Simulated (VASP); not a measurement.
# AlN (P1) in VASP: single point with PBE

Aim: the single point of AlN with PBE.

All numbers are computed with VASP 6.6.1; they aren't measurements. Logs are shortened: lines on timing, memory, paths and dates and some standing lists are left out, and cuts for length are marked.

## Step 1: The cell of the first run

The typed cell holds 2 atoms: a = 3.114 Å, b = 3.114 Å, c = 3.114 Å, α = 60.00°, β = 60.00°, γ = 60.00°.

## Step 2: Single point, PBE (atom 1 (Al) moved by (-0.200, -0.100) A along x and z)

The input, INCAR:

```
PREC = Accurate
ENCUT = 520
EDIFF = 1E-6
ISMEAR = 0
SIGMA = 0.05
LREAL = F
LASPH = T
NELM = 60
ALGO = Normal
ISIF = 2
LWAVE = F
LCHARG = F
GGA = PE
NBANDS = 11
```

The input, KPOINTS:

```
regular mesh
0
Gamma
  10 10 10
```

The input, POSCAR:

```
AlN
1.0
    0.0000000000      2.2015871043      2.2015871043
    2.2015871043      0.0000000000      2.2015871043
    2.2015871043      2.2015871043      0.0000000000
Al N
1 1
Direct
    0.0227108888     -0.0681326665     -0.0227108888
    0.7500000000      0.7500000000      0.7500000000
```

Potentials or basis: VASP PAW PBE potentials, release 64 (Al, N).

Command:

```console
> cat potpaw_PBE.64/Al/POTCAR potpaw_PBE.64/N/POTCAR > POTCAR
> mpirun -np 1 vasp_std > vasp.out
```

OUTCAR:

```text
PREC = Accurate
   ENCUT = 520
   EDIFF = 1E-6
   ISMEAR = 0
   LREAL = F
   LASPH = T
   NELM = 60
   ISIF = 2
   GGA = PE

 ion  position               nearest neighbor table
   1  0.023  0.932  0.977-   2 1.74   2 1.86   2 1.98   2 2.08
   2  0.750  0.750  0.750-   1 1.74   1 1.86   1 1.98   1 2.08

  LATTYP: Found a face centered cubic cell.
 ALAT       =     4.4031742086

  Lattice vectors:

 A1 = (   0.0000000000,   2.2015871043,   2.2015871043)
 A2 = (   2.2015871043,   0.0000000000,   2.2015871043)
 A3 = (   2.2015871043,   2.2015871043,   0.0000000000)

Analysis of symmetry for initial positions (statically):
=====================================================================
 Subroutine PRICEL returns:
 Original cell was already a primitive cell.

 Routine SETGRP: Setting up the symmetry group for a
 face centered cubic supercell.

 Subroutine GETGRP returns: Found  1 space group operations
 (whereof  1 operations were pure point group operations)
 out of a pool of 48 trial point group operations.

The static configuration has the point symmetry C_1 .

Analysis of symmetry for dynamics (positions and initial velocities):
=====================================================================
 Subroutine PRICEL returns:
 Original cell was already a primitive cell.

 Routine SETGRP: Setting up the symmetry group for a
 face centered cubic supercell.

 Subroutine GETGRP returns: Found  1 space group operations
 (whereof  1 operations were pure point group operations)
 out of a pool of 48 trial point group operations.

The dynamic configuration has the point symmetry C_1 .

 Subroutine INISYM returns: Found  1 space group operations
 (whereof  1 operations are pure point group operations),
 and found     1 'primitive' translations

----------------------------------------------------------------------------------------

                                     Primitive cell

  volume of cell :      21.3421

  direct lattice vectors                    reciprocal lattice vectors
     0.000000000  2.201587104  2.201587104    -0.227108888  0.227108888  0.227108888
     2.201587104  0.000000000  2.201587104     0.227108888 -0.227108888  0.227108888
     2.201587104  2.201587104  0.000000000     0.227108888  0.227108888 -0.227108888

  length of vectors
     3.113514342  3.113514342  3.113514342     0.393364134  0.393364134  0.393364134

  position of ions in fractional coordinates (direct lattice)
     0.022710889  0.931867334  0.977289111
     0.750000000  0.750000000  0.750000000

  ion indices of the primitive-cell ions
   primitive index   ion index
                 1           1
                 2           2

----------------------------------------------------------------------------------------

 KPOINTS: regular mesh

Automatic generation of k-mesh.
 Grid dimensions read from file:
 generate k-points for:   10   10   10

 Generating k-lattice:

  Cartesian coordinates                     Fractional coordinates (reciprocal lattice)
    -0.022710889  0.022710889  0.022710889     0.100000000  0.000000000  0.000000000
     0.022710889 -0.022710889  0.022710889     0.000000000  0.100000000  0.000000000
     0.022710889  0.022710889 -0.022710889     0.000000000  0.000000000  0.100000000

  Length of vectors
     0.039336413  0.039336413  0.039336413

  Shift w.r.t. Gamma in fractional coordinates (k-lattice)
     0.000000000  0.000000000  0.000000000

 Subroutine IBZKPT returns following result:
 ===========================================

 Found    504 irreducible k-points:

 Following reciprocal coordinates:
            Coordinates               Weight
  0.000000  0.000000  0.000000      1.000000
  0.100000  0.000000  0.000000      2.000000
  0.000000  0.100000  0.000000      2.000000
  0.000000  0.000000  0.100000      2.000000
  0.100000  0.100000  0.100000      2.000000
  0.200000  0.000000  0.000000      2.000000
[... 16 lines left out ...]
  0.000000  0.100000  0.100000      2.000000
  0.100000  0.000000  0.100000      2.000000
 [... further k-points ...]
   k-points           NKPTS =    504   k-points in BZ     NKDIM =    504   number of bands    NBANDS=     11
   number of dos      NEDOS =    301   number of ions     NIONS =      2
   total plane-waves  NPLWV =  13824
   dimension x,y,z NGX =    24 NGY =   24 NGZ =   24
   dimension x,y,z NGXF=    48 NGYF=   48 NGZF=   48
   ions per type =               1   1
   NGX,Y,Z   is equivalent  to a cutoff of  12.81, 12.81, 12.81 a.u.
   NGXF,Y,Z  is equivalent  to a cutoff of  25.63, 25.63, 25.63 a.u.
 SYSTEM =  unknown system
   PREC   = accura    normal or accurate (medium, high low for compatibility)
   ISTART =      0    job   : 0-new  1-cont  2-samecut
   ICHARG =      2    charge: 1-file 2-atom 10-const
   ISPIN  =      1    spin polarized calculation?
   LNONCOLLINEAR =      F non collinear calculations
   LSORBIT =      F    spin-orbit coupling
   LASPH  =      T    aspherical Exc in radial PAW
   ENCUT  =  520.0 eV  38.22 Ry    6.18 a.u.   5.79  5.79  5.79*2*pi/ulx,y,z
   NELM   =     60;   NELMIN=  2; NELMDL= -5     # of ELM steps
   EDIFF  = 0.1E-05   stopping-criterion for ELM
   LREAL  =      F    real-space projection
   EDIFFG = 0.1E-04   stopping-criterion for IOM
   NSW    =      0    number of steps for IOM
   IBRION =     -1    ionic relax: 0-MD 1-quasi-New 2-CG
   NFREE  =      0    steps in history (QN), initial steepest desc. (CG)
   ISIF   =      2    stress and relaxation
   ISYM   =      2    0-nonsym 1-usesym 2-fastsym
   POTIM  = 0.5000    time-step for ionic-motion
   TEBEG  =    0.0;   TEEND  =   0.0 temperature during run
   PSTRESS=    0.0 pullay stress
   NELECT =       8.0000    total number of electrons
   NUPDOWN=      -1.0000    fix difference up-down
   EMIN   =  10.00;   EMAX   =-10.00  energy-range for DOS
   EFERMI =   0.00;   METHOD = LEGACY
   ISMEAR =     0;   SIGMA  =   0.05  broadening in eV -4-tet -1-fermi 0-gaus
   EFERMI_NEDOS =   21; number of points for ismear=-14 and -15
   IALGO  =     38    algorithm
   IMIX   =      4    mixing-type and parameters
     AMIX     =   0.40;   BMIX     =  1.00
     AMIX_MAG =   1.60;   BMIX_MAG =  1.00
  volume/ion in A,a.u.               =      10.67        72.01
  Fermi-wavevector in a.u.,A,eV,Ry     =   1.180390  2.230614 18.957286  1.393321
  Thomas-Fermi vector in A             =   2.316684
   LORBIT       =      0    0 simple, 1 ext, 2 COOP (PROOUT), +10 PAW based schemes
   GGA     = PE    functional components
   LHFCALC =     F    Hartree Fock is set to
   AEXX    =    0.0000 exact exchange contribution
   IVDW    =     0    specifies the selected vdW correction
   LEPSILON=     F    determine dielectric tensor
   LRPA    =     F    only Hartree local field effects (RPA)
 non-spin polarized calculation
 Gauss-broadening in eV      SIGMA  =   0.05
  energy-cutoff  :      520.00
  volume of cell :       21.34
 maximum number of plane-waves:       589
   NGX = 11   NGY = 11   NGZ = 11

 number of electron       8.0000001 magnetization

 Free energy of the ion-electron system (eV)
  ---------------------------------------------------
  ext. energy  EPLUGINS =         0.00000000
  ---------------------------------------------------
  free energy    TOTEN  =       -14.49850454 eV

  energy without entropy =      -14.49850454  energy(sigma->0) =      -14.49850454

 E-fermi :   6.5814     XC(G=0): -10.8244

 val. band max:        6.2578987030   @ k =   0.0000   0.0000   0.0000
 cond. band min:       8.9989864204   @ k =   0.5000   0.0000   0.5000
 fundamental gap:      2.7410877173
 Fermi energy:         6.5814141295

 k-point     1 :       0.0000    0.0000    0.0000
  band No.  band energies     occupation
      1      -9.1179      2.00000
      2       5.1352      2.00000
      3       5.7472      2.00000
      4       6.2579      2.00000
      5       9.6207      0.00000
      6      18.0157      0.00000
      7      18.0712      0.00000
      8      18.2011      0.00000
      9      22.9944      0.00000
     10      23.1101      0.00000
     11      23.8693      0.00000

 k-point     2 :       0.1000    0.0000    0.0000
  band No.  band energies     occupation
      1      -8.9756      2.00000
      2       4.6209      2.00000
      3       5.4663      2.00000
      4       6.1817      2.00000
      5      10.2526      0.00000
      6      17.3990      0.00000
      7      18.1266      0.00000
      8      18.6459      0.00000
      9      21.8017      0.00000
     10      22.0215      0.00000
     11      23.9588      0.00000

 k-point     3 :       0.0000    0.1000    0.0000
  band No.  band energies     occupation
      1      -8.9785      2.00000
      2       5.0203      2.00000
      3       5.3486      2.00000
      4       5.7716      2.00000
      5      10.3816      0.00000
      6      17.5250      0.00000
      7      18.1080      0.00000
      8      18.3761      0.00000
      9      22.1822      0.00000
     10      22.2072      0.00000
     11      23.3596      0.00000

 k-point     4 :       0.0000    0.0000    0.1000
  band No.  band energies     occupation
      1      -8.9771      2.00000
      2       4.8816      2.00000
      3       5.2240      2.00000
      4       6.1024      2.00000
      5      10.3141      0.00000
      6      17.3798      0.00000
      7      18.2076      0.00000
      8      18.5104      0.00000
      9      22.0219      0.00000
     10      22.1007      0.00000
     11      23.5952      0.00000

 k-point     5 :       0.1000    0.1000    0.1000
  band No.  band energies     occupation
      1      -8.9744      2.00000
      2       4.4589      2.00000
      3       5.6725      2.00000
      4       6.1891      2.00000
      5      10.1996      0.00000
      6      17.5821      0.00000
      7      18.2062      0.00000
      8      18.4523      0.00000
      9      21.6507      0.00000
     10      21.8243      0.00000
     11      24.2625      0.00000
[... 211 lines left out ...]
 k-point    21 :       0.5000    0.5000    0.5000
  band No.  band energies     occupation
      1      -7.1124      2.00000
      2      -0.2319      2.00000
      3       5.2627      2.00000
      4       5.7061      2.00000
      5      12.6665      0.00000
      6      15.1149      0.00000
      7      16.6666      0.00000
      8      17.1102      0.00000
      9      23.1054      0.00000
     10      25.2605      0.00000
     11      25.9051      0.00000

 k-point    22 :       0.1000    0.1000    0.0000
  band No.  band energies     occupation
      1      -8.9292      2.00000
      2       4.6280      2.00000
      3       5.4395      2.00000
      4       5.8839      2.00000
      5      10.4836      0.00000
      6      17.2073      0.00000
      7      18.3041      0.00000
      8      18.6509      0.00000
      9      20.2716      0.00000
     10      23.4304      0.00000
     11      24.8320      0.00000

 k-point    23 :       0.0000    0.1000    0.1000
  band No.  band energies     occupation
      1      -8.9295      2.00000
      2       4.7870      2.00000
      3       5.1452      2.00000
      4       5.9953      2.00000
      5      10.5042      0.00000
      6      17.3901      0.00000
      7      18.3249      0.00000
      8      18.4532      0.00000
      9      20.3154      0.00000
     10      23.4468      0.00000
     11      24.4781      0.00000

 k-point    24 :       0.1000    0.0000    0.1000
  band No.  band energies     occupation
      1      -8.9292      2.00000
      2       4.5963      2.00000
      3       5.5430      2.00000
      4       5.8200      2.00000
      5      10.4768      0.00000
      6      17.1641      0.00000
      7      18.2876      0.00000
      8      18.7078      0.00000
      9      20.2610      0.00000
     10      23.4179      0.00000
     11      24.9799      0.00000

 [... further k-points ...]
[... 5 lines left out ...]
  --------------------------------------------------------------------------------------
  -------------------------------------------------------------------------------------
  Total        0.1811725      1.1737230      0.8804432      0.9718351      1.7909312      0.7075854
  in kB       13.6008276     88.1127116     66.0958699     72.9567605    134.4472303     53.1192369
  external PRESSURE =      55.9364697 kB  Pullay stress =       0.0000000 kB

 VOLUME and BASIS-vectors are now :
 -----------------------------------------------------------------------------
  energy-cutoff  :      520.00
  volume of cell :       21.34
      direct lattice vectors                 reciprocal lattice vectors
     0.000000000  2.201587104  2.201587104    -0.227108888  0.227108888  0.227108888
     2.201587104  0.000000000  2.201587104     0.227108888 -0.227108888  0.227108888
     2.201587104  2.201587104  0.000000000     0.227108888  0.227108888 -0.227108888

 POSITION                                       TOTAL-FORCE (eV/Angst)
 -----------------------------------------------------------------------------------
      4.20317      2.20159      2.10159         2.754221      1.187651      1.601805
      3.30238      3.30238      3.30238        -2.754221     -1.187651     -1.601805
 -----------------------------------------------------------------------------------
    total drift:                               -0.000546     -0.000160     -0.000283

  FREE ENERGIE OF THE ION-ELECTRON SYSTEM (eV)
  ---------------------------------------------------
  free  energy   TOTEN  =       -14.4985045379 eV

  energy  without entropy=      -14.4985045379  energy(sigma->0) =      -14.49850454
```

Run time: 80 s. Hardware: 1 thread of AMD EPYC 7R43 (Zen 3), shared host; peak memory 0.19 GiB.

What came out:

```
Free energy            : -14.4985 eV
Pressure               : 5.6 GPa
Largest force          : 3.400 eV/Å
Band gap on the k mesh : 2.74 eV (least direct gap 3.36 eV)
```

Forces on the atoms (eV/Å):
```
Al   2.754  1.188  1.602
N   -2.754 -1.188 -1.602
```

Caveat: the cell differs from its parent crystal (atom 1 (Al) moved by (-0.200, -0.100) A along x and z); the cell stands under pressure; forces of over 1 eV/Å act on the atoms, so gaps and moduli don't describe the material at rest.
